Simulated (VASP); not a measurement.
# CaO: phonons with r2SCAN

The system is CaO.

```xyz
2
Lattice="2.3974 2.3974 0.0000 -2.3974 2.3974 0.0000 0.0000 2.3974 2.3974" Properties=species:S:1:pos:R:3 pbc="T T T"
Ca    0.0000    0.0000    0.0000
O     0.0000    2.3974    0.0000
```

- Program: VASP 6.6.1
- Task: phonons
- Functional: r2SCAN
- Potentials or basis: VASP PAW PBE potentials, release 64 (Ca_sv, O)
- Cutoff: 520 eV
- k mesh: 8 × 8 × 8
- Occupations: gaussian, width 0.01 eV
- Spin: no spin polarisation
- Dipole correction: no
- Further INCAR settings: ALGO = Normal; EDIFF = 1e-08; IBRION = 6; POTIM = 0.015; NSW = 1

```
Highest phonon frequency at Γ, LO-TO splitting left out : 298 cm⁻¹
```

Phonon frequencies in cm⁻¹ (negative: imaginary):
| q point | frequencies |
| --- | --- |
| (0.000, 0.000, 0.000) | 0 0 0 298 298 298 |

Wall time 3.2 min on 1 thread of Intel(R) Xeon(R) 6975P-C (Granite Rapids), on a shared host, peak memory 0.19 GiB.

Caveat: the cell wasn't relaxed at this level first, which shifts response properties.
